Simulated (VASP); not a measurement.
# HfO2 (Fm-3m) in VASP: a series of runs

HfO2 is run at these levels: PBE, PBE+U; tasks: single point, relaxation of cell and atoms.

All numbers are computed with VASP 6.6.1; they aren't measurements. Logs are shortened: lines on timing, memory, paths and dates and some standing lists are left out, and cuts for length are marked.

## 1. The cell of the first run

It takes space group Fm-3m (No. 225, cubic). Conventional cell: a = 5.091 Å, b = 5.091 Å, c = 5.091 Å, α = 90.00°, β = 90.00°, γ = 90.00°. Within 2.9 Å of Hf (site symmetry m-3m) lie 8 O at 2.20 Å. O (site symmetry -43m) has 4 Hf at 2.20 Å and 6 O at 2.55 Å within 2.9 Å.

## 2. Single point, PBE

INCAR

```
PREC     = Accurate       # precision mode
ENCUT    = 520            # plane-wave cutoff, eV
EDIFF    = 1E-7           # SCF threshold, eV
ISMEAR   = 0              # smearing method
SIGMA    = 0.01           # smearing width, eV
LREAL    = False          # projectors in reciprocal space
LASPH    = True           # aspherical terms in the spheres
NELM     = 60             # most SCF steps
ALGO     = Normal         # electronic algorithm
ISIF     = 2              # what is computed and relaxed
LWAVE    = False          # write WAVECAR
LCHARG   = False          # write CHGCAR
GGA      = PE             # functional
NBANDS   = 18             # bands
```

KPOINTS

```
regular mesh
0
Gamma
  8 8 8
```

POSCAR

```
HfO2
1.0
    0.0000000000      2.5453710076      2.5453710076
    2.5453710076      0.0000000000      2.5453710076
    2.5453710076      2.5453710076      0.0000000000
Hf O
1 2
Direct
    0.0000000000      0.0000000000      0.0000000000
    0.2500000000      0.2500000000      0.2500000000
    0.7500000000      0.7500000000      0.7500000000
```

Potentials or basis: VASP PAW PBE potentials, release 64 (Hf_pv, O).

Launch:

```console
$ cat potpaw_PBE.64/Hf_pv/POTCAR potpaw_PBE.64/O/POTCAR > POTCAR
$ mpirun -np 1 vasp_std > vasp.out
```

OUTCAR:

```text
PREC = Accurate
   ENCUT = 520
   EDIFF = 1E-7
   ISMEAR = 0
   LREAL = False
   LASPH = True
   NELM = 60
   ISIF = 2
   GGA = PE

 ion  position               nearest neighbor table
   1  0.000  0.000  0.000-   3 2.20   3 2.20   3 2.20   2 2.20   3 2.20   2 2.20   2 2.20   2 2.20

   2  0.250  0.250  0.250-   1 2.20   1 2.20   1 2.20   1 2.20
   3  0.750  0.750  0.750-   1 2.20   1 2.20   1 2.20   1 2.20

  LATTYP: Found a face centered cubic cell.
 ALAT       =     5.0907420152

  Lattice vectors:

 A1 = (   0.0000000000,   2.5453710076,   2.5453710076)
 A2 = (   2.5453710076,   0.0000000000,   2.5453710076)
 A3 = (   2.5453710076,   2.5453710076,   0.0000000000)

Analysis of symmetry for initial positions (statically):
=====================================================================
 Subroutine PRICEL returns:
 Original cell was already a primitive cell.

 Routine SETGRP: Setting up the symmetry group for a
 face centered cubic supercell.

 Subroutine GETGRP returns: Found 48 space group operations
 (whereof 48 operations were pure point group operations)
 out of a pool of 48 trial point group operations.

The static configuration has the point symmetry O_h .

Analysis of symmetry for dynamics (positions and initial velocities):
=====================================================================
 Subroutine PRICEL returns:
 Original cell was already a primitive cell.

 Routine SETGRP: Setting up the symmetry group for a
 face centered cubic supercell.

 Subroutine GETGRP returns: Found 48 space group operations
 (whereof 48 operations were pure point group operations)
 out of a pool of 48 trial point group operations.

The dynamic configuration has the point symmetry O_h .

 Subroutine INISYM returns: Found 48 space group operations
 (whereof 48 operations are pure point group operations),
 and found     1 'primitive' translations

----------------------------------------------------------------------------------------

                                     Primitive cell

  volume of cell :      32.9825

  direct lattice vectors                    reciprocal lattice vectors
     0.000000000  2.545371008  2.545371008    -0.196435018  0.196435018  0.196435018
     2.545371008  0.000000000  2.545371008     0.196435018 -0.196435018  0.196435018
     2.545371008  2.545371008  0.000000000     0.196435018  0.196435018 -0.196435018

  length of vectors
     3.599698200  3.599698200  3.599698200     0.340235432  0.340235432  0.340235432

[... 76 lines left out ...]
   ISPIN  =      1    spin polarized calculation?
   LNONCOLLINEAR =      F non collinear calculations
   LSORBIT =      F    spin-orbit coupling
   LASPH  =      T    aspherical Exc in radial PAW
   ENCUT  =  520.0 eV  38.22 Ry    6.18 a.u.   6.69  6.69  6.69*2*pi/ulx,y,z
   NELM   =     60;   NELMIN=  2; NELMDL= -5     # of ELM steps
   EDIFF  = 0.1E-06   stopping-criterion for ELM
   LREAL  =      F    real-space projection
   EDIFFG = 0.1E-05   stopping-criterion for IOM
   NSW    =      0    number of steps for IOM
   IBRION =     -1    ionic relax: 0-MD 1-quasi-New 2-CG
   NFREE  =      0    steps in history (QN), initial steepest desc. (CG)
   ISIF   =      2    stress and relaxation
   ISYM   =      2    0-nonsym 1-usesym 2-fastsym
   POTIM  = 0.5000    time-step for ionic-motion
   TEBEG  =    0.0;   TEEND  =   0.0 temperature during run
   PSTRESS=    0.0 pullay stress
   NELECT =      22.0000    total number of electrons
   NUPDOWN=      -1.0000    fix difference up-down
   EMIN   =  10.00;   EMAX   =-10.00  energy-range for DOS
   EFERMI =   0.00;   METHOD = LEGACY
   ISMEAR =     0;   SIGMA  =   0.01  broadening in eV -4-tet -1-fermi 0-gaus
   EFERMI_NEDOS =   21; number of points for ismear=-14 and -15
   IALGO  =     38    algorithm
   IMIX   =      4    mixing-type and parameters
     AMIX     =   0.40;   BMIX     =  1.00
     AMIX_MAG =   1.60;   BMIX_MAG =  1.00
  volume/ion in A,a.u.               =      10.99        74.19
  Fermi-wavevector in a.u.,A,eV,Ry     =   1.430391  2.703046 27.837753  2.046017
  Thomas-Fermi vector in A             =   2.550241
   LORBIT       =      0    0 simple, 1 ext, 2 COOP (PROOUT), +10 PAW based schemes
   GGA     = PE    functional components
   LHFCALC =     F    Hartree Fock is set to
   AEXX    =    0.0000 exact exchange contribution
   IVDW    =     0    specifies the selected vdW correction
   LEPSILON=     F    determine dielectric tensor
   LRPA    =     F    only Hartree local field effects (RPA)
 non-spin polarized calculation
 Gauss-broadening in eV      SIGMA  =   0.01
  energy-cutoff  :      520.00
  volume of cell :       32.98
 maximum number of plane-waves:       905
   NGX = 13   NGY = 13   NGZ = 13

 number of electron      21.9999991 magnetization

 Free energy of the ion-electron system (eV)
  ---------------------------------------------------
  ext. energy  EPLUGINS =         0.00000000
  ---------------------------------------------------
  free energy    TOTEN  =       -30.24579578 eV

  energy without entropy =      -30.24579578  energy(sigma->0) =      -30.24579578

 E-fermi :   4.3083     XC(G=0): -11.7731

 val. band max:        4.1748529764   @ k =   0.5000   0.5000   0.0000
 cond. band min:       7.9431776384   @ k =   0.5000   0.5000   0.0000
 fundamental gap:      3.7683246620
 Fermi energy:         4.3082683100

 k-point     1 :       0.0000    0.0000    0.0000
  band No.  band energies     occupation
      1     -25.5691      2.00000
      2     -25.5691      2.00000
      3     -25.5691      2.00000
      4     -14.4814      2.00000
      5     -11.5091      2.00000
      6      -1.0928      2.00000
[... 481 lines left out ...]
      5     -12.3945      2.00000
      6      -0.5917      2.00000
[... 10 lines left out ...]
     17      15.0872      0.00000
     18      17.0629      0.00000

 [... further k-points ...]
[... 5 lines left out ...]
  --------------------------------------------------------------------------------------
  -------------------------------------------------------------------------------------
  Total       -0.5490059     -0.5490059     -0.5490059     -0.0000000      0.0000000      0.0000000
  in kB      -26.6688532    -26.6688532    -26.6688532     -0.0000000      0.0000000      0.0000000
  external PRESSURE =     -26.6688532 kB  Pullay stress =       0.0000000 kB

 VOLUME and BASIS-vectors are now :
 -----------------------------------------------------------------------------
  energy-cutoff  :      520.00
  volume of cell :       32.98
      direct lattice vectors                 reciprocal lattice vectors
     0.000000000  2.545371008  2.545371008    -0.196435018  0.196435018  0.196435018
     2.545371008  0.000000000  2.545371008     0.196435018 -0.196435018  0.196435018
     2.545371008  2.545371008  0.000000000     0.196435018  0.196435018 -0.196435018

 POSITION                                       TOTAL-FORCE (eV/Angst)
 -----------------------------------------------------------------------------------
      0.00000      0.00000      0.00000        -0.000000      0.000000     -0.000000
      1.27269      1.27269      1.27269         0.000000      0.000000      0.000000
      3.81806      3.81806      3.81806        -0.000000     -0.000000     -0.000000
 -----------------------------------------------------------------------------------
    total drift:                                0.000000      0.000000      0.000000

  FREE ENERGIE OF THE ION-ELECTRON SYSTEM (eV)
  ---------------------------------------------------
  free  energy   TOTEN  =       -30.2457957832 eV

  energy  without entropy=      -30.2457957832  energy(sigma->0) =      -30.24579578
```

OSZICAR:

```text
N       E                     dE             d eps       ncg     rms          rms(c)
DAV:   1     0.984116037018E+02    0.98412E+02   -0.12614E+04  1044   0.121E+03
DAV:   2    -0.317098942344E+02   -0.13012E+03   -0.12487E+03  1356   0.293E+02
DAV:   3    -0.360221319270E+02   -0.43122E+01   -0.42985E+01  1188   0.473E+01
DAV:   4    -0.360463781843E+02   -0.24246E-01   -0.24240E-01  1296   0.401E+00
DAV:   5    -0.360465247285E+02   -0.14654E-03   -0.14654E-03  1176   0.291E-01    0.467E+01
DAV:   6    -0.303841666962E+02    0.56624E+01   -0.20419E+01  1062   0.322E+01    0.408E+01
DAV:   7    -0.302854030750E+02    0.98764E-01   -0.67399E-01  1196   0.674E+00    0.288E+01
DAV:   8    -0.302695884614E+02    0.15815E-01   -0.31394E-01  1124   0.510E+00    0.986E+00
DAV:   9    -0.302454862226E+02    0.24102E-01   -0.71427E-02  1102   0.226E+00    0.267E+00
DAV:  10    -0.302457440722E+02   -0.25785E-03   -0.34731E-03  1170   0.446E-01    0.161E-01
DAV:  11    -0.302457811837E+02   -0.37112E-04   -0.18086E-04  1188   0.114E-01    0.215E-01
DAV:  12    -0.302457946350E+02   -0.13451E-04   -0.39931E-05  1162   0.422E-02    0.142E-02
DAV:  13    -0.302457955770E+02   -0.94201E-06   -0.15286E-06  1196   0.925E-03    0.347E-03
DAV:  14    -0.302457958216E+02   -0.24458E-06   -0.19832E-07  1096   0.300E-03    0.377E-03
DAV:  15    -0.302457957832E+02    0.38391E-07   -0.90507E-09   746   0.641E-04
   1 F= -.30245796E+02 E0= -.30245796E+02  d E =-.164579E-81
```

It took 14 s on 1 thread of Intel Xeon Platinum 8488C (Sapphire Rapids), shared host; peak memory 0.16 GiB.

Results:

- Free energy: -30.2458 eV
- Pressure: -2.7 GPa
- Band gap on the k mesh: 3.77 eV, direct

Levels at points of the mesh, in eV from the valence-band top:
```
           k point  band 9  band 10  band 11  band 12  band 13  band 14
(0.00, 0.00, 0.00)   -0.60    -0.60    -0.60     3.85     3.85     5.74
(0.50, 0.00, 0.00)   -2.70    -1.82    -1.82     4.56     4.56     6.87
(0.50, 0.50, 0.00)   -1.51    -1.51     0.00     3.77     5.44     6.52
```

Caveat: spin-orbit coupling is left out, which moves the levels of the heavy elements.

## 3. Single point, PBE+U

INCAR

```
SYSTEM = HfO2
PREC = Accurate
ENCUT = 520
EDIFF = 1E-6
ISMEAR = 0
SIGMA = 0.01
LREAL = .FALSE.
LASPH = .TRUE.
NELM = 150
ALGO = Normal
ISIF = 2
LWAVE = .FALSE.
LCHARG = .TRUE.
LMAXMIX = 4
LDAU = .TRUE.
LDAUTYPE = 2
LDAUL = 2 -1
LDAUU = 6 0
LDAUJ = 0 0
LDAUPRINT = 1
GGA = PE
LELF = .TRUE.
LVHAR = .TRUE.
NBANDS = 18
```

KPOINTS

```
regular mesh
0
G
  8 8 8
  0 0 0
```

POSCAR is that of step 2.

Potentials or basis: VASP PAW PBE potentials, release 64 (Hf_pv, O).

Launch:

```console
$ cat potpaw_PBE.64/Hf_pv/POTCAR potpaw_PBE.64/O/POTCAR > POTCAR
$ mpirun -np 1 vasp_std > vasp.out
```

OUTCAR:

```text
SYSTEM = HfO2
   PREC = Accurate
   ENCUT = 520
   EDIFF = 1E-6
   ISMEAR = 0
   LREAL = .FALSE.
   LASPH = .TRUE.
   NELM = 150
   ISIF = 2
   GGA = PE

 ion  position               nearest neighbor table
   1  0.000  0.000  0.000-   3 2.20   3 2.20   3 2.20   2 2.20   3 2.20   2 2.20   2 2.20   2 2.20

   2  0.250  0.250  0.250-   1 2.20   1 2.20   1 2.20   1 2.20
   3  0.750  0.750  0.750-   1 2.20   1 2.20   1 2.20   1 2.20

  LATTYP: Found a face centered cubic cell.
 ALAT       =     5.0907420152

  Lattice vectors:

 A1 = (   0.0000000000,   2.5453710076,   2.5453710076)
 A2 = (   2.5453710076,   0.0000000000,   2.5453710076)
 A3 = (   2.5453710076,   2.5453710076,   0.0000000000)

Analysis of symmetry for initial positions (statically):
=====================================================================
 Subroutine PRICEL returns:
 Original cell was already a primitive cell.

 Routine SETGRP: Setting up the symmetry group for a
 face centered cubic supercell.

 Subroutine GETGRP returns: Found 48 space group operations
 (whereof 48 operations were pure point group operations)
 out of a pool of 48 trial point group operations.

The static configuration has the point symmetry O_h .

Analysis of symmetry for dynamics (positions and initial velocities):
=====================================================================
[... 177 lines left out ...]
  o =  0.0479  v =  0.0000  0.0000  0.0000  0.0000  0.0000  0.0000 -0.0000  1.0000 -0.0000 -0.0096      0.0000  0.0000  0.0000  0.0000  0.0000  0.0000  0.0000  0.0000  0.0000  0.0000
  o =  0.0479  v =  0.0000  0.0000 -0.0096  0.0000 -1.0000  0.0000  0.0000  0.0000  0.0000  0.0000      0.0000  0.0000  0.0000  0.0000  0.0000  0.0000  0.0000  0.0000  0.0000  0.0000
  o =  0.0479  v =  0.0000  0.0000  0.0000  0.0000  0.0000  0.0000  0.0000 -0.0096  0.0000 -1.0000      0.0000  0.0000  0.0000  0.0000  0.0000  0.0000  0.0000  0.0000  0.0000  0.0000
  o =  0.1624  v =  0.0000  0.0000  0.0000  0.0000  0.0000  1.0000  0.0000  0.0000  0.0000  0.0000      0.0000  0.0000  0.0000  0.0000  0.0000  0.0000  0.0000  0.0000  0.0000  0.0000
  o =  0.1624  v =  1.0000  0.0000  0.0000  0.0000  0.0000  0.0000  0.0000  0.0000  0.0000  0.0000      0.0000  0.0000  0.0000  0.0000  0.0000  0.0000  0.0000  0.0000  0.0000  0.0000
  o =  0.1624  v =  0.0000 -0.8397 -0.0000 -0.5430 -0.0000  0.0000  0.0000  0.0000  0.0000  0.0000      0.0000  0.0000  0.0000  0.0000  0.0000  0.0000  0.0000  0.0000  0.0000  0.0000
  o =  0.1624  v =  0.0000  0.0000  0.0000  0.0000  0.0000  0.0000 -0.8397 -0.0000 -0.5430 -0.0000      0.0000  0.0000  0.0000  0.0000  0.0000  0.0000  0.0000  0.0000  0.0000  0.0000
  o =  0.1624  v =  0.0000  0.0000  0.0000  0.0000  0.0000  0.0000 -0.5430 -0.0000  0.8397 -0.0000      0.0000  0.0000  0.0000  0.0000  0.0000  0.0000  0.0000  0.0000  0.0000  0.0000
  o =  0.1624  v =  0.0000 -0.5430 -0.0000  0.8397 -0.0000  0.0000  0.0000  0.0000  0.0000  0.0000      0.0000  0.0000  0.0000  0.0000  0.0000  0.0000  0.0000  0.0000  0.0000  0.0000

 number of electron      21.9999991 magnetization

 Free energy of the ion-electron system (eV)
  ---------------------------------------------------
  ext. energy  EPLUGINS =         0.00000000
  ---------------------------------------------------
  free energy    TOTEN  =       -27.01691649 eV

  energy without entropy =      -27.01691649  energy(sigma->0) =      -27.01691649

 E-fermi :   4.7635     XC(G=0): -11.7755

 val. band max:        4.5848078208   @ k =   0.5000   0.5000   0.0000
 cond. band min:       9.0850563204   @ k =   0.5000   0.5000   0.0000
 fundamental gap:      4.5002484996
 Fermi energy:         4.7634919483

 k-point     1 :       0.0000    0.0000    0.0000
  band No.  band energies     occupation
      1     -26.1489      2.00000
      2     -26.1489      2.00000
      3     -26.1489      2.00000
      4     -14.1582      2.00000
      5     -11.0970      2.00000
      6      -0.3688      2.00000
[... 481 lines left out ...]
      5     -12.0112      2.00000
      6      -0.0628      2.00000
[... 10 lines left out ...]
     17      15.6278      0.00000
     18      16.7718      0.00000

 [... further k-points ...]
[... 5 lines left out ...]
  --------------------------------------------------------------------------------------
  -------------------------------------------------------------------------------------
  Total        2.9001575      2.9001575      2.9001575     -0.0000000      0.0000000      0.0000000
  in kB      140.8798555    140.8798555    140.8798555     -0.0000000      0.0000000      0.0000000
  external PRESSURE =     140.8798555 kB  Pullay stress =       0.0000000 kB

 VOLUME and BASIS-vectors are now :
 -----------------------------------------------------------------------------
  energy-cutoff  :      520.00
  volume of cell :       32.98
      direct lattice vectors                 reciprocal lattice vectors
     0.000000000  2.545371008  2.545371008    -0.196435018  0.196435018  0.196435018
     2.545371008  0.000000000  2.545371008     0.196435018 -0.196435018  0.196435018
     2.545371008  2.545371008  0.000000000     0.196435018  0.196435018 -0.196435018

 POSITION                                       TOTAL-FORCE (eV/Angst)
 -----------------------------------------------------------------------------------
      0.00000      0.00000      0.00000        -0.000000      0.000000      0.000000
      1.27269      1.27269      1.27269         0.000000      0.000000      0.000000
      3.81806      3.81806      3.81806        -0.000000     -0.000000     -0.000000
 -----------------------------------------------------------------------------------
    total drift:                                0.000000      0.000000      0.000000

  FREE ENERGIE OF THE ION-ELECTRON SYSTEM (eV)
  ---------------------------------------------------
  free  energy   TOTEN  =       -27.0169164910 eV

  energy  without entropy=      -27.0169164910  energy(sigma->0) =      -27.01691649
```

Wall time 13 s (1 thread of Intel Xeon Platinum 8488C (Sapphire Rapids), shared host); peak memory 0.16 GiB.

Results:

```
Free energy            : -27.0169 eV
Pressure               : 14.1 GPa
Band gap on the k mesh : 4.50 eV, direct
```

Levels at points of the mesh, in eV from the valence-band top:
| k point | band 8 | band 9 | band 10 | band 11 | band 12 | band 13 | band 14 | band 15 |
| --- | --- | --- | --- | --- | --- | --- | --- | --- |
| (0.00, 0.00, 0.00) | -4.95 | -0.63 | -0.63 | -0.63 | 5.28 | 5.28 | 5.43 | 11.08 |
| (0.50, 0.00, 0.00) | -3.13 | -2.82 | -1.89 | -1.89 | 5.95 | 5.95 | 7.84 | 8.76 |
| (0.50, 0.50, 0.00) | -3.57 | -1.25 | -1.25 | 0.00 | 4.50 | 7.08 | 7.40 | 8.92 |

Eigenvalues of the final occupation matrices:
```csv
site,spin,trace,eigenvalues
site 1 d,1,0.58,0.05 0.05 0.16 0.16 0.16
site 1 d,2,0.58,0.05 0.05 0.16 0.16 0.16
```

Caveat: spin-orbit coupling is left out, which moves the levels of the heavy elements. A k mesh can miss the band edges.

## 4. Relaxation of cell and atoms, PBE

This run uses another cell than the first one, of 11.04 Å³/atom, 1.004 times its volume.

INCAR

```
SYSTEM = HfO2
PREC = Accurate
ENCUT = 600
EDIFF = 1E-6
ISMEAR = 0
SIGMA = 0.01
LREAL = .FALSE.
LASPH = .TRUE.
NELM = 80
ALGO = Normal
ISIF = 3
LWAVE = .FALSE.
LCHARG = .FALSE.
GGA = PE
IBRION = 2
NSW = 80
EDIFFG = -0.001
```

KPOINTS is that of step 3.

POSCAR

```
HfO2
1.0
    0.0000000000      2.5488057606      2.5488057606
    2.5488057606      0.0000000000      2.5488057606
    2.5488057606      2.5488057606      0.0000000000
Hf O
1 2
Direct
    0.0000000000      0.0000000000      0.0000000000
    0.2500000000      0.2500000000      0.2500000000
    0.7500000000      0.7500000000      0.7500000000
```

Launch:

```console
$ cat potpaw_PBE.64/Hf_pv/POTCAR potpaw_PBE.64/O/POTCAR > POTCAR
$ mpirun -np 1 vasp_std > vasp.out
```

Wall time 34 s (1 thread of Intel Xeon Platinum 8488C (Sapphire Rapids), shared host); peak memory 0.17 GiB.

The run converged. Its results:

| Property | Result |
| --- | --- |
| Free energy | -30.2551 eV |
| Relaxed volume | 10.87 Å³/atom |
| Relaxed cell | a = 3.586 Å, b = 3.586 Å, c = 3.586 Å, α = 60.00°, β = 60.00°, γ = 60.00° |
| Space group after relaxing (to 0.05 Å) | Fm-3m (No. 225) |
| Energy gained by relaxing | 2.1 meV/atom |
| Ionic steps | 3 |
| Pressure after relaxing | 0.0 GPa |
| Band gap on the k mesh | 3.80 eV, direct |

The path:
```
step  energy change (eV)  largest force (eV/Å)  pressure (GPa)  volume (Å³)
   1              0.0000                0.0000           -3.87        33.12
   2              0.0073                0.0000            6.01        31.85
   3             -0.0064                0.0000           -0.01        32.60
```

Final structure:
```
CELL_PARAMETERS angstrom
0.00000 2.53542 2.53542
2.53542 0.00000 2.53542
2.53542 2.53542 0.00000
ATOMIC_POSITIONS crystal
Hf 0.00000 0.00000 0.00000
O 0.25000 0.25000 0.25000
O 0.75000 0.75000 0.75000
```

Levels at points of the mesh, in eV from the valence-band top:
| k point | band 7 | band 8 | band 9 | band 10 | band 11 | band 12 | band 13 | band 14 | band 15 |
| --- | --- | --- | --- | --- | --- | --- | --- | --- | --- |
| (0.00, 0.00, 0.00) | -5.34 | -5.34 | -0.61 | -0.61 | -0.61 | 3.88 | 3.88 | 5.83 | 10.42 |
| (0.50, 0.00, 0.00) | -4.30 | -3.04 | -2.73 | -1.83 | -1.83 | 4.61 | 4.61 | 6.98 | 9.07 |
| (0.50, 0.50, 0.00) | -3.46 | -3.46 | -1.53 | -1.53 | 0.00 | 3.80 | 5.50 | 6.63 | 8.16 |

Caveat: spin-orbit coupling is left out, which moves the levels of the heavy elements. PBE gaps usually lie below the measured ones, often by a third to a half.

(Part 1 of 3 ends here.)
